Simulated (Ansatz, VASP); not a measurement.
# Ga: VASP beside Ansatz

```
Ga
1.0
     3.06201    0.00000    0.00000
    -1.53100    2.65178    0.00000
     0.00000    0.00000    4.83193
Ga
2
Direct
  0.33333 0.66667 0.25000
  0.66667 0.33333 0.75000
```

Alike in both runs: functional revPBE; k mesh 12 × 12 × 7; occupations fermi-dirac, width 0.1 eV; no spin polarisation.

Ansatz relaxed the structure, and its values are those at the end. VASP's run is a single point on that final structure, the one shown.

```csv
,VASP,Ansatz
version,VASP 6.6.1,Ansatz 0.2.0
potentials or method,"VASP PAW PBE potentials, release 64 (Ga_d), cutoff 520 eV","plane waves (420 eV) with PAW, scalar-relativistic"
valence electrons in the cell,26,26
```

|  | VASP | Ansatz | Ansatz less VASP |
| --- | --- | --- | --- |
| pressure (GPa) | 0.1 | 0.0 | -0.10 |

VASP's potentials were made for PBE, not for revPBE.
